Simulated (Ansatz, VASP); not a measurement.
**Re: VASP beside Ansatz**

```
CELL_PARAMETERS angstrom
1.37008 0.79102 6.69861
-1.37008 0.79102 6.69861
0.00000 -1.58204 6.69861
ATOMIC_POSITIONS crystal
Re 0.00000 0.00000 0.00000
Re 0.22217 0.22217 0.22217
Re 0.77783 0.77783 0.77783
```

Change from the starting cell: equal xx and yy strain of -1 %, PAW files.

Alike in both runs: task electric field gradients; functional PBE; k mesh 15 × 15 × 15; occupations fermi-dirac, width 0.05 eV; no spin polarisation.

|  | VASP | Ansatz |
| --- | --- | --- |
| version | VASP 6.6.1 | Ansatz 0.2.0 |
| potentials or method | VASP PAW PBE potentials, release 64 (Re) | PAW with Ansatz's default frozen-core files, scalar-relativistic |
| plane-wave cutoff (eV) | 520 | 420 |
| valence electrons in the cell | 21 | 45 |

|  | VASP | Ansatz | Ansatz less VASP |
| --- | --- | --- | --- |
| pressure (GPa) | 11.3 | 11.6 | +0.33 |
| traceless stress, the component that is largest in VASP (GPa) | -3.68 | -3.64 | +0.037 |
| rms of the force components (eV/Å) | 0.028 | 0.027 | -0.0006 |
| size of Vzz on the site where it differs most (V/Å²) | 17.0 | 7.2 | -9.85 |

Atom by atom the forces differ by 0.001 eV/Å (rms over components). VASP's potentials hold 21 valence electrons a cell and Ansatz's 45, so a difference there can come from the potentials and not from the codes.

Neither program's run includes spin-orbit coupling.
